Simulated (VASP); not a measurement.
A run of VASP 6.6.1 is set up as follows.

File POSCAR:

```
ZnS
1.0
    0.0000000000      2.6940858334      2.6940858334
    2.6940858334      0.0000000000      2.6940858334
    2.6940858334      2.6940858334      0.0000000000
Zn S
1 1
Direct
    0.0000000000      0.0000000000      0.0000000000
    0.2500000000      0.2500000000      0.2500000000
```

The input INCAR.step1:

```
ALGO     = Normal         # electronic algorithm
EDIFF    = 1E-5           # SCF threshold, eV
ENCUT    = 520            # plane-wave cutoff, eV
GGA      = PE             # functional
ISIF     = 2              # what is computed and relaxed
ISMEAR   = 0              # smearing method
LASPH    = T              # aspherical terms in the spheres
LCHARG   = F              # write CHGCAR
LREAL    = F              # projectors in reciprocal space
LWAVE    = T              # write WAVECAR
NBANDS   = 16             # bands
NELM     = 80             # most SCF steps
PREC     = Accurate       # precision mode
SIGMA    = 0.01           # smearing width, eV
```

The input INCAR.step2:

```
ALGO     = Normal         # electronic algorithm
EDIFF    = 1E-6           # SCF threshold, eV
ENCUT    = 520            # plane-wave cutoff, eV
GGA      = PE             # functional
HFSCREEN = 0.2079         # screening, 1/A
ISIF     = 2              # what is computed and relaxed
ISMEAR   = 0              # smearing method
ISTART   = 1            
LASPH    = T              # aspherical terms in the spheres
LCHARG   = F              # write CHGCAR
LHFCALC  = T              # exact exchange
LREAL    = F              # projectors in reciprocal space
LWAVE    = F              # write WAVECAR
NBANDS   = 16             # bands
NELM     = 80             # most SCF steps
PREC     = Accurate       # precision mode
PRECFOCK = Normal       
SIGMA    = 0.01           # smearing width, eV
```

File KPOINTS:

```
k-points
0
Gamma
  4 4 4
```

Potentials or basis: VASP PAW PBE potentials, release 64 (Zn, S).

The run is started by

```bash
$ cat potpaw_PBE.64/Zn/POTCAR potpaw_PBE.64/S/POTCAR > POTCAR
$ cp INCAR.step1 INCAR
$ mpirun -np 1 vasp_std > vasp.out
$ cp INCAR.step2 INCAR
$ mpirun -np 1 vasp_std > vasp.out
```

Estimate the band gap on the k mesh.

3.38 eV.

Predict the pressure.

1.9 GPa.

Caveat: the k points lie up to 0.50 Å⁻¹ apart; the PAW data sets were made with another functional, which shifts forces and pressure a little.
